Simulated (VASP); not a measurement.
# SnO2 in VASP: notebook, part 2 of 2

VASP 6.6.1.

## 4. Electric field gradients, PBE

File INCAR:

```
SYSTEM = SnO2
PREC     = Accurate       ! precision mode
ENCUT    = 520            ! plane-wave cutoff, eV
EDIFF    = 1E-8           ! SCF threshold, eV
ISMEAR   = -1             ! smearing method
SIGMA    = 0.03           ! smearing width, eV
LREAL    = .FALSE.        ! projectors in reciprocal space
LASPH    = .TRUE.         ! aspherical terms in the spheres
NELM     = 60             ! most SCF steps
ALGO     = Normal         ! electronic algorithm
ISIF     = 2              ! what is computed and relaxed
LWAVE    = .FALSE.        ! write WAVECAR
LCHARG   = .FALSE.        ! write CHGCAR
GGA      = PE             ! functional
LEFG     = .TRUE.       
NBANDS   = 35             ! bands
```

File KPOINTS:

```
Automatic mesh
0
G
  4 4 6
  0 0 0
```

File POSCAR:

```
SnO2
1.0
    4.7373500000      0.0000000000      0.0000000000
    0.0000000000      4.7373500000      0.0000000000
    0.0000000000      0.0000000000      3.1864000000
Sn O
2 4
Direct
    0.0000000000      0.0000000000      0.0000000000
    0.5000000000      0.5000000000      0.5000000000
    0.3056200000      0.3056200000      0.0000000000
    0.1943800000      0.8056200000      0.5000000000
    0.6943800000      0.6943800000      0.0000000000
    0.8056200000      0.1943800000      0.5000000000
```

Potentials or basis: VASP PAW PBE potentials, release 64 (Sn_d, O).

The run is started by

```bash
> cat potpaw_PBE.64/Sn_d/POTCAR potpaw_PBE.64/O/POTCAR > POTCAR
> mpirun -np 1 vasp_std > vasp.out
```

OUTCAR:

```text
SYSTEM = SnO2
   PREC = Accurate
   ENCUT = 520
   EDIFF = 1E-8
   ISMEAR = -1
   LREAL = .FALSE.
   LASPH = .TRUE.
   NELM = 60
   ISIF = 2
   GGA = PE

 ion  position               nearest neighbor table
   1  0.000  0.000  0.000-   3 2.05   5 2.05   4 2.06   6 2.06   4 2.06   6 2.06   2 3.71   2 3.71
                             2 3.71   2 3.71   2 3.71   2 3.71   2 3.71   2 3.71
   2  0.500  0.500  0.500-   4 2.05   6 2.05   5 2.06   3 2.06   3 2.06   5 2.06   1 3.71   1 3.71
                             1 3.71   1 3.71   1 3.71   1 3.71   1 3.71   1 3.71
   3  0.306  0.306  0.000-   1 2.05   2 2.06   2 2.06
   4  0.194  0.806  0.500-   2 2.05   1 2.06   1 2.06
   5  0.694  0.694  0.000-   1 2.05   2 2.06   2 2.06
   6  0.806  0.194  0.500-   2 2.05   1 2.06   1 2.06

  LATTYP: Found a simple tetragonal cell.
 ALAT       =     4.7373500000
 C/A-ratio  =     0.6726123255

  Lattice vectors:

 A1 = (   4.7373500000,   0.0000000000,   0.0000000000)
 A2 = (   0.0000000000,   4.7373500000,   0.0000000000)
 A3 = (   0.0000000000,   0.0000000000,   3.1864000000)

Analysis of symmetry for initial positions (statically):
=====================================================================
 Subroutine PRICEL returns:
 Original cell was already a primitive cell.

 Routine SETGRP: Setting up the symmetry group for a
 simple tetragonal supercell.

 Subroutine GETGRP returns: Found 16 space group operations
 (whereof  8 operations were pure point group operations)
 out of a pool of 16 trial point group operations.

The static configuration has the point symmetry D_2h.
 The point group associated with its full space group is D_4h.

Analysis of symmetry for dynamics (positions and initial velocities):
[... 1092 lines left out ...]
  Total        4.7477590      4.7477590      5.9168921      0.0000000      0.0000000      0.0000000
  in kB      106.3721689    106.3721689    132.5662572      0.0000000      0.0000000      0.0000000
  external PRESSURE =     115.1035317 kB  Pullay stress =       0.0000000 kB

 VOLUME and BASIS-vectors are now :
 -----------------------------------------------------------------------------
  energy-cutoff  :      520.00
  volume of cell :       71.51
      direct lattice vectors                 reciprocal lattice vectors
     4.737350000  0.000000000  0.000000000     0.211088478  0.000000000  0.000000000
     0.000000000  4.737350000  0.000000000     0.000000000  0.211088478  0.000000000
     0.000000000  0.000000000  3.186400000     0.000000000  0.000000000  0.313833794

 POSITION                                       TOTAL-FORCE (eV/Angst)
 -----------------------------------------------------------------------------------
      0.00000      0.00000      0.00000        -0.000000      0.000000     -0.000000
      2.36868      2.36868      1.59320        -0.000000      0.000000     -0.000000
      1.44783      1.44783      0.00000        -0.036500     -0.036500     -0.000000
      0.92085      3.81650      1.59320         0.036500     -0.036500     -0.000000
      3.28952      3.28952      0.00000         0.036500      0.036500      0.000000
      3.81650      0.92085      1.59320        -0.036500      0.036500      0.000000
 -----------------------------------------------------------------------------------
    total drift:                                0.000000      0.000000      0.000000

  FREE ENERGIE OF THE ION-ELECTRON SYSTEM (eV)
  ---------------------------------------------------
  free  energy   TOTEN  =       -37.1636489678 eV

  energy  without entropy=      -37.1636489678  energy(sigma->0) =      -37.16364897

 Electric field gradients (V/A^2)
---------------------------------------------------------------------
 ion       V_xx      V_yy      V_zz      V_xy      V_xz      V_yz
---------------------------------------------------------------------
   1      24.678    24.678   -49.357   -31.496    -0.000    -0.000
   2      24.678    24.678   -49.357    31.496    -0.000     0.000
   3     -23.082   -23.082    46.164    83.096     0.000     0.000
   4     -23.082   -23.082    46.164   -83.096     0.000    -0.000
   5     -23.082   -23.082    46.164    83.096    -0.000     0.000
   6     -23.082   -23.082    46.164   -83.096     0.000    -0.000
---------------------------------------------------------------------

 Electric field gradients after diagonalization (V/A^2)
 (convention: |V_zz| > |V_xx| > |V_yy|)
----------------------------------------------------------------------
 ion       V_xx      V_yy      V_zz     asymmetry (V_yy - V_xx)/ V_zz
----------------------------------------------------------------------
   1     -49.357    -6.817    56.174       0.757
   2     -49.357    -6.817    56.174       0.757
   3      60.014    46.164  -106.178       0.130
   4      60.014    46.164  -106.178       0.130
   5      60.014    46.164  -106.178       0.130
   6      60.014    46.164  -106.178       0.130
----------------------------------------------------------------------

           NMR quadrupolar parameters

 Cq : quadrupolar parameter    Cq=e*Q*V_zz/h
 eta: asymmetry parameters     (V_yy - V_xx)/ V_zz
 Q  : nuclear electric quadrupole moment in mb (millibarn)
----------------------------------------------------------------------
 ion       Cq(MHz)       eta       Q (mb)
----------------------------------------------------------------------
   1       0.136       0.757       1.000
   2       0.136       0.757       1.000
   3      -0.257       0.130       1.000
   4      -0.257       0.130       1.000
   5      -0.257       0.130       1.000
   6      -0.257       0.130       1.000
----------------------------------------------------------------------
```

Run time: 3.7 min. Hardware: 1 thread of AMD EPYC 7R13 (Zen 3), shared host; peak memory 0.17 GiB.

Results:

```yaml
Free_energy: -37.1636 eV
Pressure: 11.5 GPa
Largest_force: 0.052 eV/Å
Band_gap_on_the_k_mesh: 1.24 eV, direct
```

Forces in eV/Å, atoms in the order of the input:
```
Sn   0.000  0.000  0.000
Sn   0.000  0.000  0.000
O   -0.036 -0.036  0.000
O    0.036 -0.036  0.000
O    0.036  0.036  0.000
O   -0.036  0.036  0.000
```

Electric field gradients, principal values (V/Å²):
```
atom   least   middle  greatest (by size)
1 Sn  -6.817  -49.357              56.174
2 Sn  -6.817  -49.357              56.174
 3 O  46.164   60.014            -106.178
 4 O  46.164   60.014            -106.178
 5 O  46.164   60.014            -106.178
 6 O  46.164   60.014            -106.178
```

Caveat: without QUAD_EFG the Cq values of the log hold for a quadrupole moment of 1 mb, not for the nuclei; spin-orbit coupling is left out, which moves the levels of the heavy elements.
